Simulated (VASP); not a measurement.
# Y2AlB2 (Immm) in VASP: single point with r2SCAN

Aim: the single point of Y2AlB2 with r2SCAN.

Everything below comes from runs of VASP 6.6.1. Logs are shortened: lines on timing, memory, paths and dates and some standing lists are left out, and cuts for length are marked.

### Step 1. The cell of the first run

It takes space group Immm (No. 71, orthorhombic). The conventional cell has a = 3.784 Å, b = 5.371 Å, c = 8.094 Å, α = 90.00°, β = 90.00°, γ = 90.00°. B (site symmetry m2m) has 2 B at 2.26 to 3.11 Å and 2 Al at 2.45 Å and 6 Y at 2.79 to 2.81 Å within 3.2 Å. Within 3.8 Å of Y (site symmetry mm2) lie 6 B at 2.79 to 2.81 Å and 4 Al at 3.01 to 3.18 Å and 7 Y at 3.34 to 3.78 Å. Within 3.2 Å of Al (site symmetry mmm) lie 4 B at 2.45 Å and 8 Y at 3.01 to 3.18 Å.

### Step 2. Single point, r2SCAN

Contents of POSCAR:

```
Y2AlB2
1.0
    0.0000000000      0.0000000000      3.7841710000
    4.0471940000     -2.6853600000      1.8920850000
    4.0471940000      2.6853600000     -1.8920850000
B Y Al
2 2 1
Direct
    0.7898000000      0.7102000000      0.2898000000
    0.2102000000      0.2898000000      0.7102000000
    0.5000000000      0.7114500000      0.7114500000
    0.5000000000      0.2885500000      0.2885500000
    0.0000000000      0.0000000000      0.0000000000
```

Contents of INCAR.step1:

```
SYSTEM = Y2AlB2
ALGO = Normal ; EDIFF = 1E-4
ENCUT = 520 ; GGA = PE
ISMEAR = -1 ; LASPH = .TRUE.
LCHARG = .FALSE. ; LREAL = .FALSE.
LWAVE = .TRUE. ; NBANDS = 24
NELM = 100 ; PREC = Accurate
SIGMA = 0.1
```

Contents of INCAR.step2:

```
SYSTEM = Y2AlB2
ALGO = Normal ; EDIFF = 1E-7
ENCUT = 520 ; ISIF = 2
ISMEAR = -1 ; ISTART = 1
LASPH = .TRUE. ; LCHARG = .FALSE.
LMIXTAU = .TRUE. ; LREAL = .FALSE.
LWAVE = .FALSE. ; METAGGA = R2SCAN
NBANDS = 24 ; NELM = 100
PREC = Accurate ; SIGMA = 0.1
```

Contents of KPOINTS:

```
k-points
0
G
  8 8 8
  0 0 0
```

Potentials or basis: VASP PAW PBE potentials, release 64 (B, Y_sv, Al).

Run with:

```console
$ cat potpaw_PBE.64/B/POTCAR potpaw_PBE.64/Y_sv/POTCAR potpaw_PBE.64/Al/POTCAR > POTCAR
$ cp INCAR.step1 INCAR
$ mpirun -np 1 vasp_std > vasp.out
$ cp INCAR.step2 INCAR
$ mpirun -np 1 vasp_std > vasp.out
```

OUTCAR:

```text
SYSTEM = Y2AlB2
   EDIFF = 1E-7
   ENCUT = 520
   ISIF = 2
   ISMEAR = -1
   ISTART = 1
   LASPH = .TRUE.
   LREAL = .FALSE.
   METAGGA = R2SCAN
   NELM = 100
   PREC = Accurate

 ion  position               nearest neighbor table
   1  0.790  0.710  0.290-   5 2.45   5 2.45   3 2.79   4 2.79   3 2.79   4 2.79   3 2.81   4 2.81

   2  0.210  0.290  0.710-   5 2.45   5 2.45   4 2.79   3 2.79   3 2.79   4 2.79   4 2.81   3 2.81

   3  0.500  0.711  0.711-   1 2.79   2 2.79   2 2.79   1 2.79   1 2.81   2 2.81   5 3.01   5 3.01
                             5 3.18   5 3.18   4 3.34   4 3.34   4 3.34   4 3.34   4 3.42
   4  0.500  0.289  0.289-   1 2.79   2 2.79   2 2.79   1 2.79   1 2.81   2 2.81   5 3.01   5 3.01
                             5 3.18   5 3.18   3 3.34   3 3.34   3 3.34   3 3.34   3 3.42
   5  0.000  0.000  0.000-   1 2.45   2 2.45   1 2.45   2 2.45   3 3.01   4 3.01   3 3.01   4 3.01
                             3 3.18   4 3.18   3 3.18   4 3.18

  LATTYP: Found a body centered orthorhombic cell.
 ALAT       =     3.7841710000
 B/A-ratio  =     1.4192593305
 C/A-ratio  =     2.1390122169

  Lattice vectors:

 A1 = (  -4.0471940000,   2.6853600000,  -1.8920850000)
 A2 = (  -4.0471940000,  -2.6853600000,   1.8920850000)
 A3 = (   4.0471940000,   2.6853600000,   1.8920860000)

Analysis of symmetry for initial positions (statically):
=====================================================================
 Subroutine PRICEL returns:
 Original cell was already a primitive cell.

 Routine SETGRP: Setting up the symmetry group for a
 body centered orthorhombic supercell.

 Subroutine GETGRP returns: Found  8 space group operations
 (whereof  8 operations were pure point group operations)
 out of a pool of  8 trial point group operations.

The static configuration has the point symmetry D_2h.

Analysis of symmetry for dynamics (positions and initial velocities):
=====================================================================
 Subroutine PRICEL returns:
 Original cell was already a primitive cell.

 Routine SETGRP: Setting up the symmetry group for a
 body centered orthorhombic supercell.

 Subroutine GETGRP returns: Found  8 space group operations
 (whereof  8 operations were pure point group operations)
 out of a pool of  8 trial point group operations.

The dynamic configuration has the point symmetry D_2h.

 Subroutine INISYM returns: Found  8 space group operations
 (whereof  8 operations are pure point group operations),
 and found     1 'primitive' translations

----------------------------------------------------------------------------------------

                                     Primitive cell

  volume of cell :      82.2540

  direct lattice vectors                    reciprocal lattice vectors
     0.000000000  0.000000000  3.784171000     0.000000000  0.186194725  0.264258671
     4.047194000 -2.685360000  1.892085000     0.123542385 -0.186194775  0.000000000
     4.047194000  2.685360000 -1.892085000     0.123542385  0.186194775  0.000000000

  length of vectors
     3.784171000  5.212573573  5.212573573     0.323266331  0.223452937  0.223452937

  position of ions in fractional coordinates (direct lattice)
     0.789800000  0.710200000  0.289800000
     0.210200000  0.289800000  0.710200000
     0.500000000  0.711450000  0.711450000
     0.500000000  0.288550000  0.288550000
     0.000000000  0.000000000  0.000000000

  ion indices of the primitive-cell ions
   primitive index   ion index
                 1           1
                 2           2
                 3           3
                 4           4
                 5           5

----------------------------------------------------------------------------------------

 KPOINTS: k-points

Automatic generation of k-mesh.
 Grid dimensions read from file:
 generate k-points for:    8    8    8

 Generating k-lattice:

  Cartesian coordinates                     Fractional coordinates (reciprocal lattice)
     0.000000000  0.023274341  0.033032334     0.125000000  0.000000000  0.000000000
     0.015442798 -0.023274347  0.000000000     0.000000000  0.125000000  0.000000000
     0.015442798  0.023274347  0.000000000     0.000000000  0.000000000  0.125000000

  Length of vectors
     0.040408291  0.027931617  0.027931617

  Shift w.r.t. Gamma in fractional coordinates (k-lattice)
     0.000000000  0.000000000  0.000000000

 Subroutine IBZKPT returns following result:
 ===========================================

 Found     95 irreducible k-points:

 Following reciprocal coordinates:
            Coordinates               Weight
  0.000000  0.000000  0.000000      1.000000
  0.125000 -0.000000  0.000000      4.000000
  0.250000 -0.000000  0.000000      4.000000
  0.375000 -0.000000  0.000000      4.000000
  0.500000 -0.000000  0.000000      2.000000
  0.000000  0.125000  0.000000      4.000000
[... 16 lines left out ...]
  0.125000  0.375000 -0.000000      8.000000
  0.250000  0.375000  0.000000      8.000000
 [... further k-points ...]
   k-points           NKPTS =     95   k-points in BZ     NKDIM =     95   number of bands    NBANDS=     24
   number of dos      NEDOS =    301   number of ions     NIONS =      5
   total plane-waves  NPLWV =  44800
   dimension x,y,z NGX =    28 NGY =   40 NGZ =   40
   dimension x,y,z NGXF=    56 NGYF=   80 NGZF=   80
   ions per type =               2   2   1
   NGX,Y,Z   is equivalent  to a cutoff of  12.30, 12.76, 12.76 a.u.
   NGXF,Y,Z  is equivalent  to a cutoff of  24.60, 25.51, 25.51 a.u.
 SYSTEM =  Y2AlB2
   PREC   = accura    normal or accurate (medium, high low for compatibility)
   ISTART =      1    job   : 0-new  1-cont  2-samecut
   ICHARG =      0    charge: 1-file 2-atom 10-const
   ISPIN  =      1    spin polarized calculation?
   LNONCOLLINEAR =      F non collinear calculations
   LSORBIT =      F    spin-orbit coupling
   LASPH  =      T    aspherical Exc in radial PAW
   ENCUT  =  520.0 eV  38.22 Ry    6.18 a.u.   7.04  9.69  9.69*2*pi/ulx,y,z
   NELM   =    100;   NELMIN=  2; NELMDL=  0     # of ELM steps
   EDIFF  = 0.1E-06   stopping-criterion for ELM
   LREAL  =      F    real-space projection
   EDIFFG = 0.1E-05   stopping-criterion for IOM
   NSW    =      0    number of steps for IOM
   IBRION =     -1    ionic relax: 0-MD 1-quasi-New 2-CG
   NFREE  =      0    steps in history (QN), initial steepest desc. (CG)
   ISIF   =      2    stress and relaxation
   ISYM   =      2    0-nonsym 1-usesym 2-fastsym
   POTIM  = 0.5000    time-step for ionic-motion
   TEBEG  =    0.0;   TEEND  =   0.0 temperature during run
   PSTRESS=    0.0 pullay stress
   NELECT =      31.0000    total number of electrons
   NUPDOWN=      -1.0000    fix difference up-down
   EMIN   =  10.00;   EMAX   =-10.00  energy-range for DOS
   EFERMI =   0.00;   METHOD = LEGACY
   ISMEAR =    -1;   SIGMA  =   0.10  broadening in eV -4-tet -1-fermi 0-gaus
   EFERMI_NEDOS =   21; number of points for ismear=-14 and -15
   IALGO  =     38    algorithm
   IMIX   =      4    mixing-type and parameters
     AMIX     =   0.40;   BMIX     =  1.00
     AMIX_MAG =   1.60;   BMIX_MAG =  1.00
  volume/ion in A,a.u.               =      16.45       111.02
  Fermi-wavevector in a.u.,A,eV,Ry     =   1.182523  2.234645 19.025855  1.398361
  Thomas-Fermi vector in A             =   2.318776
   LORBIT       =      0    0 simple, 1 ext, 2 COOP (PROOUT), +10 PAW based schemes
   METAGGA = R2SCAN    functional components
   LHFCALC =     F    Hartree Fock is set to
   AEXX    =    0.0000 exact exchange contribution
   IVDW    =     0    specifies the selected vdW correction
   LEPSILON=     F    determine dielectric tensor
   LRPA    =     F    only Hartree local field effects (RPA)
 non-spin polarized calculation
  energy-cutoff  :      520.00
  volume of cell :       82.25
 maximum number of plane-waves:      2236
   NGX = 15   NGY = 19   NGZ = 19

 number of electron      31.0000000 magnetization

 Free energy of the ion-electron system (eV)
  ---------------------------------------------------
  ext. energy  EPLUGINS =         0.00000000
  ---------------------------------------------------
  free energy    TOTEN  =       -63.04967022 eV

  energy without entropy =      -62.96249114  energy(sigma->0) =      -63.00608068

 E-fermi :   4.9217     XC(G=0): -11.4010

 val. band max:        4.9186195889   @ k =   0.1250   0.1250   0.0000
 cond. band min:       4.9227891811   @ k =  -0.3750   0.2500   0.1250
 fundamental gap:      0.0041695921
 Fermi energy:         4.9216716851

 k-point     1 :       0.0000    0.0000    0.0000
  band No.  band energies     occupation
      1     -38.2660      2.00000
      2     -38.1337      2.00000
      3     -18.0091      2.00000
      4     -17.7485      2.00000
      5     -17.6151      2.00000
      6     -17.6043      2.00000
[... 16 lines left out ...]
     23      10.6639      0.00000
     24      11.4878      0.00000

 k-point     2 :       0.1250   -0.0000    0.0000
  band No.  band energies     occupation
      1     -38.2560      2.00000
      2     -38.1399      2.00000
      3     -17.9646      2.00000
      4     -17.7606      2.00000
      5     -17.6394      2.00000
      6     -17.5704      2.00000
[... 16 lines left out ...]
     23      10.9885      0.00000
     24      11.3547      0.00000

 k-point     3 :       0.2500   -0.0000    0.0000
  band No.  band energies     occupation
      1     -38.2317      2.00000
      2     -38.1548      2.00000
      3     -17.9160      2.00000
      4     -17.8022      2.00000
      5     -17.6639      2.00000
      6     -17.6201      2.00000
[... 16 lines left out ...]
     23      10.8264      0.00000
     24      10.8506      0.00000

 k-point     4 :       0.3750   -0.0000    0.0000
  band No.  band energies     occupation
      1     -38.2072      2.00000
      2     -38.1697      2.00000
      3     -17.9463      2.00000
      4     -17.9420      2.00000
      5     -17.7738      2.00000
      6     -17.5466      2.00000
[... 16 lines left out ...]
     23      10.8039      0.00000
     24      10.9730      0.00000

 k-point     5 :       0.5000   -0.0000    0.0000
  band No.  band energies     occupation
      1     -38.1970      2.00000
      2     -38.1758      2.00000
      3     -18.0264      2.00000
      4     -17.9693      2.00000
      5     -17.7901      2.00000
      6     -17.5177      2.00000
[... 16 lines left out ...]
     23      10.8516      0.00000
     24      11.3298      0.00000

 k-point     6 :       0.0000    0.1250    0.0000
  band No.  band energies     occupation
      1     -38.2611      2.00000
      2     -38.1387      2.00000
      3     -17.9894      2.00000
      4     -17.7626      2.00000
      5     -17.6063      2.00000
      6     -17.5947      2.00000
[... 16 lines left out ...]
     23      10.7660      0.00000
     24      11.6379      0.00000
[... 379 lines left out ...]
 k-point    21 :      -0.1250    0.2500   -0.0000
  band No.  band energies     occupation
      1     -38.2262      2.00000
      2     -38.1698      2.00000
      3     -17.8628      2.00000
      4     -17.8202      2.00000
      5     -17.6371      2.00000
      6     -17.5578      2.00000
[... 16 lines left out ...]
     23      10.2383      0.00000
     24      10.8240      0.00000

 k-point    22 :       0.0000    0.3750   -0.0000
  band No.  band energies     occupation
      1     -38.2270      2.00000
      2     -38.1729      2.00000
      3     -17.8726      2.00000
      4     -17.7967      2.00000
      5     -17.5880      2.00000
      6     -17.5431      2.00000
[... 16 lines left out ...]
     23      10.6498      0.00000
     24      10.6669      0.00000

 k-point    23 :       0.1250    0.3750   -0.0000
  band No.  band energies     occupation
      1     -38.2393      2.00000
      2     -38.1565      2.00000
      3     -17.9395      2.00000
      4     -17.7945      2.00000
      5     -17.6258      2.00000
      6     -17.5576      2.00000
[... 16 lines left out ...]
     23      10.4729      0.00000
     24      11.0296      0.00000

 k-point    24 :       0.2500    0.3750    0.0000
  band No.  band energies     occupation
      1     -38.2346      2.00000
      2     -38.1518      2.00000
      3     -17.9229      2.00000
      4     -17.7929      2.00000
      5     -17.6823      2.00000
      6     -17.5833      2.00000
[... 16 lines left out ...]
     23      10.8091      0.00000
     24      10.9824      0.00000

 [... further k-points ...]

------------------------ aborting loop because EDIFF is reached ----------------------------------------

  FORCE on cell =-STRESS in cart. coord.  units (eV):
  Direction    XX          YY          ZZ          XY          YZ          ZX
  --------------------------------------------------------------------------------------
  -------------------------------------------------------------------------------------
  Total        2.6858103     -2.9140056     -0.6015551      0.0000000     -0.0000005      0.0000000
  in kB       52.3152883    -56.7601682    -11.7173305      0.0000000     -0.0000106      0.0000000
  external PRESSURE =      -5.3874035 kB  Pullay stress =       0.0000000 kB

 VOLUME and BASIS-vectors are now :
 -----------------------------------------------------------------------------
  energy-cutoff  :      520.00
  volume of cell :       82.25
      direct lattice vectors                 reciprocal lattice vectors
     0.000000000  0.000000000  3.784171000     0.000000000  0.186194725  0.264258671
     4.047194000 -2.685360000  1.892085000     0.123542385 -0.186194775  0.000000000
     4.047194000  2.685360000 -1.892085000     0.123542385  0.186194775  0.000000000

 POSITION                                       TOTAL-FORCE (eV/Angst)
 -----------------------------------------------------------------------------------
      4.04719     -1.12893      3.78417         0.000000      0.740515      0.000000
      4.04719      1.12893      0.00000         0.000000     -0.740515     -0.000000
      5.75875      0.00000      1.89209        -0.874545      0.000000      0.000000
      2.33564      0.00000      1.89209         0.874545      0.000000      0.000000
      0.00000      0.00000      0.00000         0.000000      0.000000      0.000000
 -----------------------------------------------------------------------------------
    total drift:                                0.000000     -0.000000      0.000000

  FREE ENERGIE OF THE ION-ELECTRON SYSTEM (eV)
  ---------------------------------------------------
  free  energy   TOTEN  =       -63.0496702159 eV

  energy  without entropy=      -62.9624911397  energy(sigma->0) =      -63.00608068
```

Wall time 19 min (1 thread of Intel Xeon 8259CL, shared host); peak memory 0.36 GiB.

Results:

```
Free energy            : -63.0497 eV
Pressure               : -0.5 GPa
Largest force          : 0.875 eV/Å
Band gap on the k mesh : zero (an odd number of electrons rules out a gap without spin polarisation)
```

Forces in eV/Å, atoms in the order of the input:
```
B    0.000  0.741  0.000
B    0.000 -0.741  0.000
Y   -0.875  0.000  0.000
Y    0.875  0.000  0.000
Al   0.000  0.000  0.000
```

Stress tensor (GPa, compression positive):
```
 5.23  0.00  0.00
 0.00 -5.68  0.00
 0.00  0.00 -1.17
```

Caveat: the stress differs along the axes, from -6 to 5 GPa; the PAW data sets were made with another functional, which shifts forces and pressure a little.
